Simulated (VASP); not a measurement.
Set up this calculation in VASP 6.6.1, as the native input.

```yaml
Task: single point
Functional: PBEsol
Potentials_or_basis: VASP PAW PBE potentials, release 64 (Ru_pv)
Cutoff: 520 eV
k_mesh: 18 × 18 × 10
Occupations: gaussian, width 0.15 eV
Spin: no spin polarisation
Dipole_correction: no
Further_INCAR_settings: ALGO = Fast; EDIFF = 1e-06; NBANDS = 21
```

The structure of Ru lies in POSCAR:

```
Ru
1.0
    2.6178701703      0.0000000000      0.0000000000
   -1.3089350852      2.2671420713      0.0000000000
    0.0000000000      0.0000000000      4.2523798378
Ru
2
Direct
    0.3133061610      0.6266123220      0.2500000000
    0.6866938390      0.3733876780      0.7500000000
```

This cell differs from its parent crystal: atoms displaced along a vibrational mode, the cell strained.

These files were run (other wordings do the same):

INCAR

```
ALGO     = Fast           # electronic algorithm
EDIFF    = 1E-6           # SCF threshold, eV
ENCUT    = 520            # plane-wave cutoff, eV
GGA      = PS             # functional
ISIF     = 2              # what is computed and relaxed
ISMEAR   = 0              # smearing method
LASPH    = T              # aspherical terms in the spheres
LCHARG   = F              # write CHGCAR
LREAL    = F              # projectors in reciprocal space
LWAVE    = F              # write WAVECAR
NBANDS   = 21             # bands
NELM     = 80             # most SCF steps
PREC     = Accurate       # precision mode
SIGMA    = 0.15           # smearing width, eV
```

KPOINTS

```
k-points
0
Gamma
  18 18 10
```

Potentials or basis: VASP PAW PBE potentials, release 64 (Ru_pv).

The run is started by

```bash
$ cat potpaw_PBE.64/Ru_pv/POTCAR > POTCAR
$ mpirun -np 1 vasp_std > vasp.out
```

It gave:

```
Pressure               : 23.1 GPa
Largest force          : 1.516 eV/Å
Band gap on the k mesh : zero (bands 14 and 15 overlap by 3.64 eV)
```

Caveat: the cell differs from its parent crystal (atoms displaced along a vibrational mode, the cell strained); the cell stands under pressure; the PAW data sets were made with another functional, which shifts forces and pressure a little.

Wall time 3 min on 1 thread of Intel(R) Xeon(R) 6975P-C (Granite Rapids) (shared host), peak memory 0.32 GiB.
